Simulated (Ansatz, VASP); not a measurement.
## BN: VASP beside Ansatz

File INCAR:

```
SYSTEM = BN
PREC = Accurate
ENCUT = 520
EDIFF = 1E-7
ISMEAR = 0
SIGMA = 0.05
LREAL = .FALSE.
LASPH = .TRUE.
NELM = 100
ALGO = Normal
ISIF = 2
LWAVE = .FALSE.
LCHARG = .TRUE.
LELF = .TRUE.
LVHAR = .TRUE.
NBANDS = 16
```

The input KPOINTS:

```
Automatic mesh
0
G
  12 12 4
  0 0 0
```

POSCAR

```
BN
1.0
    2.4287007079      0.0000000000      0.0000000000
   -1.2143503539      2.1033165112      0.0000000000
    0.0000000000      0.0000000000      6.9815430549
B N
2 2
Direct
    0.3333333333      0.6666666667      0.2500000000
    0.6666666667      0.3333333333      0.7500000000
    0.3333333333      0.6666666667      0.7500000000
    0.6666666667      0.3333333333      0.2500000000
```

Input for Ansatz:

```yaml
crystal:
  lattice:
    - [2.4287007079, 0.0, 0.0]
    - [-1.2143503539, 2.1033165112, 0.0]
    - [0.0, 0.0, 6.9815430549]
  atoms:
    - { symbol: B, position: [0.3333333333, 0.6666666667, 0.25] }
    - { symbol: B, position: [0.6666666667, 0.3333333333, 0.75] }
    - { symbol: "N", position: [0.3333333333, 0.6666666667, 0.75] }
    - { symbol: "N", position: [0.6666666667, 0.3333333333, 0.25] }
basis:
  ecutwfc: 520.0
kpoints:
  mp_grid: { grid: [12, 12, 4] }
hamiltonian:
  xc: lda
  pseudopotentials: { kind: paw, azcp: { folder: soft_1 } }
scf:
  occupations: { method: gaussian, width: 0.05 }
output:
  forces: true
  stress: true
  eigenvalues: true
```

Alike in both runs: task single point; functional LDA; k mesh 12 × 12 × 4; occupations gaussian, width 0.05 eV; no spin polarisation.

```csv
,VASP,Ansatz
version,VASP 6.6.1,Ansatz 0.2.0
potentials or method,"VASP PAW LDA potentials, release 64 (B, N), cutoff 520 eV","scalar-relativistic, plane waves, PAW"
valence electrons in the cell,16,16
```

Ansatz gave:

- gap on the k mesh at the Fermi level (eV): 4.31
- least direct gap on the mesh (eV): 4.74
- pressure (GPa): 18.6
- traceless stress, the component that is largest in VASP (GPa): -19.83

Q: Estimate VASP's values.

A: gap on the k mesh at the Fermi level (eV): 4.29; least direct gap on the mesh (eV): 4.73; pressure (GPa): 19.2; traceless stress, the component that is largest in VASP (GPa): -20.62.

Ansatz warns that its potentials were made for another functional, while VASP's fit it. LDA's correlation is that of Perdew and Zunger in VASP and of Perdew and Wang (1992) in Ansatz.
